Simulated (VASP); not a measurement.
Wanted: the native input for a VASP 6.6.1 run.

```
Task                   : relaxation of shape and atoms at fixed volume
Functional             : r2SCAN
Potentials or basis    : VASP PAW PBE potentials, release 64 (Ti_sv, O)
Cutoff                 : 600 eV
k mesh                 : 9 × 9 × 12
Occupations            : gaussian, width 0.1 eV
Spin                   : no spin polarisation
Dipole correction      : no
Further INCAR settings : ALGO = Normal; EDIFF = 1e-06; IBRION = 2; EDIFFG = -0.01; NSW = 50; ISIF = 4
```

The system is TiO.

```
Ti O
1.0
     5.02886    0.00000    0.00000
    -2.51443    4.35512    0.00000
     0.00000    0.00000    2.89438
Ti O
3 3
Direct
  0.66667 0.33333 0.50000
  0.33333 0.66667 0.50000
  0.00000 0.00000 0.00000
  0.60573 0.60573 0.00000
  0.39427 0.00000 0.00000
  0.00000 0.39427 0.00000
```

One way to write it, as run:

POSCAR

```
TiO
1.0
    5.0288596820      0.0000000000      0.0000000000
   -2.5144298410      4.3551202367      0.0000000000
    0.0000000000      0.0000000000      2.8943753603
Ti O
3 3
Direct
    0.6666666667      0.3333333333      0.5000000000
    0.3333333333      0.6666666667      0.5000000000
    0.0000000000      0.0000000000      0.0000000000
    0.6057269237      0.6057269237      0.0000000000
    0.3942730763      0.0000000000      0.0000000000
    0.0000000000      0.3942730763      0.0000000000
```

INCAR.step1

```
SYSTEM = TiO
PREC = Accurate ; ENCUT = 600
ISMEAR = 0 ; SIGMA = 0.1
LREAL = .False. ; LASPH = .True.
NELM = 80 ; GGA = PE
ALGO = Normal ; EDIFF = 1E-4
LWAVE = .True. ; LCHARG = .False.
KPAR = 4
```

INCAR.step2

```
SYSTEM = TiO
PREC = Accurate ; ENCUT = 600
EDIFF = 1E-6 ; ISMEAR = 0
SIGMA = 0.1 ; LREAL = .False.
LASPH = .True. ; NELM = 80
ALGO = Normal ; ISIF = 4
LWAVE = .False. ; LCHARG = .False.
METAGGA = R2SCAN ; LMIXTAU = .True.
IBRION = 2 ; NSW = 50
EDIFFG = -0.01 ; ISTART = 1
KPAR = 4
```

KPOINTS

```
regular mesh
0
Gamma
  9 9 12
  0 0 0
```

Potentials or basis: VASP PAW PBE potentials, release 64 (Ti_sv, O).

Run with:

```bash
$ cat potpaw_PBE.64/Ti_sv/POTCAR potpaw_PBE.64/O/POTCAR > POTCAR
$ cp INCAR.step1 INCAR
$ mpirun -np 4 vasp_std > vasp.out
$ cp INCAR.step2 INCAR
$ mpirun -np 4 vasp_std > vasp.out
```

It gave:

- Energy gained by relaxing: 0.1 meV/atom
- Ionic steps: 3
- Pressure after relaxing: -5.2 GPa
- Band gap on the k mesh: zero (bands 27 and 28 overlap by 1.28 eV)

Caveat: the PAW data sets were made with another functional, which shifts forces and pressure a little; semilocal functionals often make such compounds metallic where correlation or magnetic order opens a gap, which also shifts bond lengths.

Wall time 11 min on 4 MPI ranks on Oxide Virtual Turin-like Processor, on a shared host, peak memory 0.29 GiB a rank.
